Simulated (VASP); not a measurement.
Input of a VASP 6.6.1 run:

INCAR

```
SYSTEM = Sr3Al2O
  PREC = Accurate
  ENCUT = 520
  EDIFF = 1E-6
  ISMEAR = 0
  SIGMA = 0.1
  LREAL = .False.
  LASPH = .True.
  NELM = 60
  ALGO = Normal
  ISIF = 2
  LWAVE = .False.
  LCHARG = .False.
  GGA = PE
  NBANDS = 30
```

File KPOINTS:

```
Automatic mesh
0
Gamma
  6 6 4
  0 0 0
```

POSCAR

```
Sr3Al2O
1.0
    4.2105845300      0.0000000000      0.0000000000
   -2.1052922600      3.6464731700      0.0000000000
    0.0000000000      0.0000000000      7.3399737300
Sr Al O
3 2 1
Direct
    0.6666666700      0.3333333300      0.3529343000
    0.3333333300      0.6666666700      0.6470657000
    0.0000000000      0.0000000000      0.5000000000
    0.6666666700      0.3333333300      0.6902344200
    0.3333333300      0.6666666700      0.3097655800
    0.0000000000      0.0000000000      0.0000000000
```

Potentials or basis: VASP PAW PBE potentials, release 64 (Sr_sv, Al, O).

Launch:

```bash
$ cat potpaw_PBE.64/Sr_sv/POTCAR potpaw_PBE.64/Al/POTCAR potpaw_PBE.64/O/POTCAR > POTCAR
$ mpirun -np 1 vasp_std > vasp.out
```

(1) Estimate the largest force.

(2) What does it give for the band gap on the k mesh?

Results:

(1) 6.657 eV/Å.

(2) zero (bands 21 and 22 overlap by 0.68 eV).

Caveat: forces of over 1 eV/Å act on the atoms, so gaps and moduli don't describe the material at rest.
